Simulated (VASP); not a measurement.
# Sn in VASP: notebook

The runs below take Sn through single point, relaxation of cell and atoms, with r2SCAN.

Program: VASP 6.6.1. These are calculated values, not measurements. Logs are shortened: lines on timing, memory, paths and dates and some standing lists are left out, and cuts for length are marked.

### 1 The cell of the first run

The structure is cubic, space group Pm-3m (No. 221). The conventional cell has a = 3.336 Å, b = 3.336 Å, c = 3.336 Å, α = 90.00°, β = 90.00°, γ = 90.00°. Sn (site symmetry m-3m) has 6 Sn at 3.34 Å within 4.4 Å.

### 2 Single point, r2SCAN

Contents of POSCAR:

```
Sn
1.0
    3.3357285829      0.0000000000      0.0000000000
    0.0000000000      3.3357285829      0.0000000000
    0.0000000000      0.0000000000      3.3357285829
Sn
1
Direct
    0.0000000000      0.0000000000      0.0000000000
```

Contents of INCAR.step1:

```
ALGO = Normal
EDIFF = 1E-4
ENCUT = 520
GGA = PE
ISMEAR = 0
LASPH = T
LCHARG = F
LREAL = F
LWAVE = T
NBANDS = 13
NELM = 100
PREC = Accurate
SIGMA = 0.1
```

Contents of INCAR.step2:

```
ALGO = Normal
EDIFF = 1E-6
ENCUT = 520
ISIF = 2
ISMEAR = 0
ISTART = 1
LASPH = T
LCHARG = F
LMIXTAU = T
LREAL = F
LWAVE = F
METAGGA = R2SCAN
NBANDS = 13
NELM = 100
PREC = Accurate
SIGMA = 0.1
```

Contents of KPOINTS:

```
k-points
0
Gamma
  6 6 6
```

Potentials or basis: VASP PAW PBE potentials, release 64 (Sn_d).

Run with:

```sh
$ cat potpaw_PBE.64/Sn_d/POTCAR > POTCAR
$ cp INCAR.step1 INCAR
$ mpirun -np 1 vasp_std > vasp.out
$ cp INCAR.step2 INCAR
$ mpirun -np 1 vasp_std > vasp.out
```

OUTCAR:

```text
EDIFF = 1E-6
   ENCUT = 520
   ISIF = 2
   ISMEAR = 0
   ISTART = 1
   LASPH = T
   LREAL = F
   METAGGA = R2SCAN
   NELM = 100
   PREC = Accurate

 ion  position               nearest neighbor table
   1  0.000  0.000  0.000-

  LATTYP: Found a simple cubic cell.
 ALAT       =     3.3357285829

  Lattice vectors:

 A1 = (   3.3357285829,   0.0000000000,   0.0000000000)
 A2 = (   0.0000000000,   3.3357285829,   0.0000000000)
 A3 = (   0.0000000000,   0.0000000000,   3.3357285829)

Analysis of symmetry for initial positions (statically):
=====================================================================
 Subroutine PRICEL returns:
 Original cell was already a primitive cell.

 Routine SETGRP: Setting up the symmetry group for a
 simple cubic supercell.

 Subroutine GETGRP returns: Found 48 space group operations
 (whereof 48 operations were pure point group operations)
 out of a pool of 48 trial point group operations.

The static configuration has the point symmetry O_h .

Analysis of symmetry for dynamics (positions and initial velocities):
=====================================================================
 Subroutine PRICEL returns:
 Original cell was already a primitive cell.

 Routine SETGRP: Setting up the symmetry group for a
 simple cubic supercell.

 Subroutine GETGRP returns: Found 48 space group operations
 (whereof 48 operations were pure point group operations)
 out of a pool of 48 trial point group operations.

The dynamic configuration has the point symmetry O_h .

 Subroutine INISYM returns: Found 48 space group operations
 (whereof 48 operations are pure point group operations),
 and found     1 'primitive' translations

----------------------------------------------------------------------------------------

                                     Primitive cell

  volume of cell :      37.1169

  direct lattice vectors                    reciprocal lattice vectors
     3.335728583  0.000000000  0.000000000     0.299784582  0.000000000  0.000000000
     0.000000000  3.335728583  0.000000000     0.000000000  0.299784582  0.000000000
     0.000000000  0.000000000  3.335728583     0.000000000  0.000000000  0.299784582

  length of vectors
     3.335728583  3.335728583  3.335728583     0.299784582  0.299784582  0.299784582

  position of ions in fractional coordinates (direct lattice)
     0.000000000  0.000000000  0.000000000

  ion indices of the primitive-cell ions
   primitive index   ion index
[... 76 lines left out ...]
   POTIM  = 0.5000    time-step for ionic-motion
   TEBEG  =    0.0;   TEEND  =   0.0 temperature during run
   PSTRESS=    0.0 pullay stress
   NELECT =      14.0000    total number of electrons
   NUPDOWN=      -1.0000    fix difference up-down
   EMIN   =  10.00;   EMAX   =-10.00  energy-range for DOS
   EFERMI =   0.00;   METHOD = LEGACY
   ISMEAR =     0;   SIGMA  =   0.10  broadening in eV -4-tet -1-fermi 0-gaus
   EFERMI_NEDOS =   21; number of points for ismear=-14 and -15
   IALGO  =     38    algorithm
   IMIX   =      4    mixing-type and parameters
     AMIX     =   0.40;   BMIX     =  1.00
     AMIX_MAG =   1.60;   BMIX_MAG =  1.00
  volume/ion in A,a.u.               =      37.12       250.48
  Fermi-wavevector in a.u.,A,eV,Ry     =   1.182842  2.235248 19.036124  1.399116
  Thomas-Fermi vector in A             =   2.319088
   LORBIT       =      0    0 simple, 1 ext, 2 COOP (PROOUT), +10 PAW based schemes
   METAGGA = R2SCAN    functional components
   LHFCALC =     F    Hartree Fock is set to
   AEXX    =    0.0000 exact exchange contribution
   IVDW    =     0    specifies the selected vdW correction
   LEPSILON=     F    determine dielectric tensor
   LRPA    =     F    only Hartree local field effects (RPA)
 non-spin polarized calculation
 Gauss-broadening in eV      SIGMA  =   0.10
  energy-cutoff  :      520.00
  volume of cell :       37.12
 maximum number of plane-waves:      1021
 NGX is ok and might be reduce to    28
   NGX = 13   NGY = 13   NGZ = 13

 number of electron      14.0000005 magnetization

 Free energy of the ion-electron system (eV)
  ---------------------------------------------------
  ext. energy  EPLUGINS =         0.00000000
  ---------------------------------------------------
  free energy    TOTEN  =       -24.33020047 eV

  energy without entropy =      -24.32391141  energy(sigma->0) =      -24.32705594

 E-fermi :   4.4736     XC(G=0):  -9.5493

 val. band max:        4.1529354010   @ k =   0.3333   0.3333   0.0000
 cond. band min:       4.4981352640   @ k =   0.3333   0.3333   0.1667
 fundamental gap:      0.3451998630
 Fermi energy:         4.4736302172

 k-point     1 :       0.0000    0.0000    0.0000
  band No.  band energies     occupation
      1     -17.6172      2.00000
      2     -17.6172      2.00000
      3     -17.4219      2.00000
      4     -17.4219      2.00000
      5     -17.4219      2.00000
      6      -5.2050      2.00000
      7       9.1104      0.00000
      8       9.1104      0.00000
      9       9.1104      0.00000
     10      12.6160      0.00000
     11      12.6160      0.00000
     12      13.4740      0.00000
     13      23.8761      0.00000
[... 290 lines left out ...]
  band No.  band energies     occupation
      1     -17.5256      2.00000
      2     -17.5256      2.00000
      3     -17.5256      2.00000
      4     -17.3538      2.00000
      5     -17.3538      2.00000
      6       2.0711      2.00000
      7       4.5899      0.10015
      8       4.5899      0.10015
      9       4.5899      0.10015
     10      10.5287      0.00000
     11      10.5287      0.00000
     12      10.5287      0.00000
     13      12.3439      0.00000

------------------------ aborting loop because EDIFF is reached ----------------------------------------

  FORCE on cell =-STRESS in cart. coord.  units (eV):
  Direction    XX          YY          ZZ          XY          YZ          ZX
  --------------------------------------------------------------------------------------
  -------------------------------------------------------------------------------------
  Total       -1.7659703     -1.7659703     -1.7659703      0.0000000     -0.0000000      0.0000000
  in kB      -76.2292854    -76.2292854    -76.2292854      0.0000000     -0.0000000      0.0000000
  external PRESSURE =     -76.2292854 kB  Pullay stress =       0.0000000 kB

 VOLUME and BASIS-vectors are now :
 -----------------------------------------------------------------------------
  energy-cutoff  :      520.00
  volume of cell :       37.12
      direct lattice vectors                 reciprocal lattice vectors
     3.335728583  0.000000000  0.000000000     0.299784582  0.000000000  0.000000000
     0.000000000  3.335728583  0.000000000     0.000000000  0.299784582  0.000000000
     0.000000000  0.000000000  3.335728583     0.000000000  0.000000000  0.299784582

 POSITION                                       TOTAL-FORCE (eV/Angst)
 -----------------------------------------------------------------------------------
      0.00000      0.00000      0.00000         0.000000      0.000000      0.000000
 -----------------------------------------------------------------------------------
    total drift:                               -0.000000      0.000000     -0.000000

  FREE ENERGIE OF THE ION-ELECTRON SYSTEM (eV)
  ---------------------------------------------------
  free  energy   TOTEN  =       -24.3302004661 eV

  energy  without entropy=      -24.3239114083  energy(sigma->0) =      -24.32705594
```

OSZICAR.step1:

```text
N       E                     dE             d eps       ncg     rms          rms(c)
DAV:   1     0.857848304673E+02    0.85785E+02   -0.75018E+03   520   0.147E+03
DAV:   2     0.277484936546E+01   -0.83010E+02   -0.80971E+02   570   0.338E+02
DAV:   3    -0.342484341366E+01   -0.61997E+01   -0.61871E+01   595   0.763E+01
DAV:   4    -0.356933436491E+01   -0.14449E+00   -0.14447E+00   618   0.126E+01
DAV:   5    -0.357489271904E+01   -0.55584E-02   -0.55583E-02   674   0.239E+00    0.103E+00
DAV:   6    -0.357108875723E+01    0.38040E-02   -0.10729E-02   635   0.158E+00    0.581E-01
DAV:   7    -0.357152396025E+01   -0.43520E-03   -0.73521E-03   645   0.124E+00    0.953E-02
DAV:   8    -0.357162439968E+01   -0.10044E-03   -0.90909E-04   625   0.467E-01    0.271E-02
DAV:   9    -0.357162440628E+01   -0.65954E-08   -0.18576E-05   350   0.551E-02
   1 F= -.35716244E+01 E0= -.35686326E+01  d E =-.598357E-02
```

Wall time 45 s (1 thread of AMD EPYC 7R43 (Zen 3), shared host); peak memory 0.12 GiB.

What came out:

- Free energy: -24.3302 eV
- Pressure: -7.6 GPa
- Band gap on the k mesh: zero (band 7 reaches 9.11 eV, above the bottom of band 8 at 2.81 eV)

Levels at points of the mesh, in eV from the Fermi level:
```
           k point  band 5  band 6  band 7  band 8  band 9  band 10
(0.00, 0.00, 0.00)  -21.90   -9.68    4.64    4.64    4.64     8.14
(0.50, 0.00, 0.00)  -21.89   -7.43   -3.53    6.51    6.51    10.34
(0.50, 0.50, 0.00)  -21.83   -5.05   -1.66   -1.66    3.58     8.42
(0.50, 0.50, 0.50)  -21.83   -2.40    0.12    0.12    0.12     6.06
```

Caveat: the PAW data sets were made with another functional, which shifts forces and pressure a little; spin-orbit coupling is left out, which moves the levels of the heavy elements.

(Part 1 of 2 ends here.)
